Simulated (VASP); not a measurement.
# SnSe (I4/mmm) in VASP: a series of runs, part 3 of 3

VASP 6.6.1. Earlier steps stand in the parts before.

### 7 Single point, PBEsol

This run uses another cell than the first one, of the same volume but with other edges.

INCAR

```
PREC = Accurate
ENCUT = 520
EDIFF = 1E-7
ISMEAR = 0
SIGMA = 0.05
LREAL = False
LASPH = True
NELM = 100
ALGO = Normal
ISIF = 2
LWAVE = False
LCHARG = False
GGA = PS
NBANDS = 17
```

KPOINTS

```
regular mesh
0
Gamma
  10 10 10
```

POSCAR

```
SnSe
1.0
    0.0000000000      3.0134823927      2.8929430970
    3.0134823927      0.0000000000      2.8929430970
    3.0134823927      3.0134823927      0.0000000000
Sn Se
1 1
Direct
    0.0000000000      0.0000000000      0.0000000000
    0.5000000000      0.5000000000      0.5000000000
```

Potentials or basis: VASP PAW PBE potentials, release 64 (Sn_d, Se).

Started as:

```console
cat potpaw_PBE.64/Sn_d/POTCAR potpaw_PBE.64/Se/POTCAR > POTCAR
mpirun -np 1 vasp_std > vasp.out
```

OUTCAR:

```text
PREC = Accurate
   ENCUT = 520
   EDIFF = 1E-7
   ISMEAR = 0
   LREAL = False
   LASPH = True
   NELM = 100
   ISIF = 2
   GGA = PS

 ion  position               nearest neighbor table
   1  0.000  0.000  0.000-   2 2.89   2 2.89   2 3.01   2 3.01   2 3.01   2 3.01
   2  0.500  0.500  0.500-   1 2.89   1 2.89   1 3.01   1 3.01   1 3.01   1 3.01

  LATTYP: Found a body centered tetragonal cell.
 ALAT       =     4.2617076697
 C/A-ratio  =     1.3576450199

  Lattice vectors:

 A1 = (   0.0000000000,  -3.0134823927,  -2.8929430970)
 A2 = (   0.0000000000,   3.0134823927,  -2.8929430970)
 A3 = (   3.0134823927,   0.0000000000,   2.8929430970)

Analysis of symmetry for initial positions (statically):
=====================================================================
 Subroutine PRICEL returns:
 Original cell was already a primitive cell.

 Routine SETGRP: Setting up the symmetry group for a
 body centered tetragonal supercell.

 Subroutine GETGRP returns: Found 16 space group operations
 (whereof 16 operations were pure point group operations)
 out of a pool of 16 trial point group operations.

The static configuration has the point symmetry D_4h.

Analysis of symmetry for dynamics (positions and initial velocities):
=====================================================================
 Subroutine PRICEL returns:
 Original cell was already a primitive cell.

 Routine SETGRP: Setting up the symmetry group for a
 body centered tetragonal supercell.

 Subroutine GETGRP returns: Found 16 space group operations
 (whereof 16 operations were pure point group operations)
 out of a pool of 16 trial point group operations.

The dynamic configuration has the point symmetry D_4h.

[... 111 lines left out ...]
   EMIN   =  10.00;   EMAX   =-10.00  energy-range for DOS
   EFERMI =   0.00;   METHOD = LEGACY
   ISMEAR =     0;   SIGMA  =   0.05  broadening in eV -4-tet -1-fermi 0-gaus
   EFERMI_NEDOS =   21; number of points for ismear=-14 and -15
   IALGO  =     38    algorithm
   IMIX   =      4    mixing-type and parameters
     AMIX     =   0.40;   BMIX     =  1.00
     AMIX_MAG =   1.60;   BMIX_MAG =  1.00
  volume/ion in A,a.u.               =      26.27       177.29
  Fermi-wavevector in a.u.,A,eV,Ry     =   1.186449  2.242064 19.152396  1.407661
  Thomas-Fermi vector in A             =   2.322622
   LORBIT       =      0    0 simple, 1 ext, 2 COOP (PROOUT), +10 PAW based schemes
   GGA     = PS    functional components
   LHFCALC =     F    Hartree Fock is set to
   AEXX    =    0.0000 exact exchange contribution
   IVDW    =     0    specifies the selected vdW correction
   LEPSILON=     F    determine dielectric tensor
   LRPA    =     F    only Hartree local field effects (RPA)
 non-spin polarized calculation
 Gauss-broadening in eV      SIGMA  =   0.05
  energy-cutoff  :      520.00
  volume of cell :       52.54
 maximum number of plane-waves:      1436
   NGX = 15   NGY = 15   NGZ = 15

 number of electron      20.0000007 magnetization

 Free energy of the ion-electron system (eV)
  ---------------------------------------------------
  ext. energy  EPLUGINS =         0.00000000
  ---------------------------------------------------
  free energy    TOTEN  =        -8.95158109 eV

  energy without entropy =       -8.95158108  energy(sigma->0) =       -8.95158109

 E-fermi :   6.1110     XC(G=0):  -9.9417

 val. band max:        5.9399985255   @ k =  -0.2000  -0.0000   0.2000
 cond. band min:       6.2834581264   @ k =  -0.4000   0.1000   0.0000
 fundamental gap:      0.3434596009
 Fermi energy:         6.1109774330

 k-point     1 :       0.0000    0.0000    0.0000
  band No.  band energies     occupation
      1     -15.6227      2.00000
      2     -15.6204      2.00000
      3     -15.6098      2.00000
      4     -15.6098      2.00000
      5     -15.6076      2.00000
      6      -8.2791      2.00000
[... 457 lines left out ...]
      4     -15.5924      2.00000
      5     -15.5917      2.00000
      6      -7.1796      2.00000
[... 9 lines left out ...]
     16      16.5002      0.00000
     17      17.5395      0.00000

 [... further k-points ...]

------------------------ aborting loop because EDIFF is reached ----------------------------------------

  FORCE on cell =-STRESS in cart. coord.  units (eV):
  Direction    XX          YY          ZZ          XY          YZ          ZX
  --------------------------------------------------------------------------------------
  -------------------------------------------------------------------------------------
  Total       -0.5246952     -0.5246952      1.4363273      0.0000000      0.0000000      0.0000000
  in kB      -15.9996510    -15.9996510     43.7982533      0.0000000      0.0000000      0.0000000
  external PRESSURE =       3.9329837 kB  Pullay stress =       0.0000000 kB

 VOLUME and BASIS-vectors are now :
 -----------------------------------------------------------------------------
  energy-cutoff  :      520.00
  volume of cell :       52.54
      direct lattice vectors                 reciprocal lattice vectors
     0.000000000  3.013482393  2.892943097    -0.165920996  0.165920996  0.172834371
     3.013482393  0.000000000  2.892943097     0.165920996 -0.165920996  0.172834371
     3.013482393  3.013482393  0.000000000     0.165920996  0.165920996 -0.172834371

 POSITION                                       TOTAL-FORCE (eV/Angst)
 -----------------------------------------------------------------------------------
      0.00000      0.00000      0.00000         0.000000      0.000000      0.000000
      3.01348      3.01348      2.89294         0.000000      0.000000     -0.000000
 -----------------------------------------------------------------------------------
    total drift:                                0.000000     -0.000000     -0.000000

  FREE ENERGIE OF THE ION-ELECTRON SYSTEM (eV)
  ---------------------------------------------------
  free  energy   TOTEN  =        -8.9515810888 eV

  energy  without entropy=       -8.9515810850  energy(sigma->0) =       -8.95158109
```

OSZICAR:

```text
N       E                     dE             d eps       ncg     rms          rms(c)
DAV:   1     0.132522531088E+03    0.13252E+03   -0.98656E+03  3569   0.146E+03
DAV:   2     0.342679200787E+01   -0.12910E+03   -0.12508E+03  3783   0.354E+02
DAV:   3    -0.878405489649E+01   -0.12211E+02   -0.12051E+02  4179   0.937E+01
DAV:   4    -0.910112231577E+01   -0.31707E+00   -0.31684E+00  4221   0.157E+01
DAV:   5    -0.910953439647E+01   -0.84121E-02   -0.84116E-02  4963   0.257E+00    0.323E+00
DAV:   6    -0.895648960270E+01    0.15304E+00   -0.35620E-01  5136   0.399E+00    0.194E+00
DAV:   7    -0.895172999975E+01    0.47596E-02   -0.66067E-02  4278   0.130E+00    0.883E-01
DAV:   8    -0.895169591592E+01    0.34084E-04   -0.66058E-03  4433   0.712E-01    0.802E-02
DAV:   9    -0.895156391858E+01    0.13200E-03   -0.10859E-03  5016   0.265E-01    0.411E-02
DAV:  10    -0.895157950515E+01   -0.15587E-04   -0.10337E-04  4233   0.678E-02    0.855E-03
DAV:  11    -0.895158106734E+01   -0.15622E-05   -0.78769E-06  4752   0.222E-02    0.239E-03
DAV:  12    -0.895158108876E+01   -0.21420E-07   -0.29859E-07  4573   0.694E-03
   1 F= -.89515811E+01 E0= -.89515811E+01  d E =-.380241E-08
```

Run time: 94 s. Hardware: 1 thread of Intel Xeon 8259CL, shared host; peak memory 0.24 GiB.

What came out:

```yaml
Free_energy: -8.9516 eV
Pressure: 0.4 GPa
Band_gap_on_the_k_mesh: 0.34 eV (least direct gap 0.46 eV)
```

Stress tensor (GPa, compression positive):
```
-1.60  0.00  0.00
 0.00 -1.60  0.00
 0.00  0.00  4.38
```

Caveat: the stress differs along the axes, from -2 to 4 GPa; semilocal functionals underestimate gaps, and a narrow one can read as zero; the PAW data sets were made with another functional, which shifts forces and pressure a little; spin-orbit coupling is left out, which moves the levels of the heavy elements.

### 8 Summary

| cell | gap on the mesh (eV) | pressure (GPa) |
| --- | --- | --- |
| a = 4.467, b = 4.467, c = 3.852 Å, angles 64.5, 64.5, 51.1°, 2 atoms | none | 7.9 |
| a = 4.153, b = 4.153, c = 4.323 Å, angles 58.6, 58.6, 62.7°, 2 atoms | 0.18 | 1.2 |
| a = 4.281, b = 4.281, c = 4.073 Å, angles 61.6, 61.6, 56.8°, 2 atoms | 0.04 | 1.4 |
| a = 4.093, b = 4.093, c = 4.853 Å, angles 53.6, 53.6, 72.7°, 2 atoms | none | 28.2 |
| a = 4.682, b = 4.682, c = 3.673 Å, angles 66.9, 66.9, 46.2°, 2 atoms | none | 15.2 |
| a = 4.177, b = 4.177, c = 4.262 Å, angles 59.3, 59.3, 61.3°, 2 atoms | 0.34 | 0.4 |

Alike in all rows: task single point; level PBEsol; potentials or basis VASP PAW PBE potentials, release 64 (Sn_d, Se); no spin polarisation; k mesh 10 × 10 × 10; cutoff (eV) 520; smearing gaussian 0.05 eV.

Caveats: the PAW data sets were made with another functional, which shifts forces and pressure a little; spin-orbit coupling is left out, which moves the levels of the heavy elements; semilocal functionals underestimate gaps, and a narrow one can read as zero (at least some runs); the stress differs along the axes, from -6 to 15 GPa (at least some runs); the stress differs along the axes, from -3 to 10 GPa (at least some runs); the stress differs along the axes, from -6 to 5 GPa (at least some runs); the stress differs along the axes, from -2 to 88 GPa (at least some runs).

Absolute energies hang on the potentials; compare differences alone.

The gap in the log of VASP goes by the Fermi energy; the results here count the filled bands.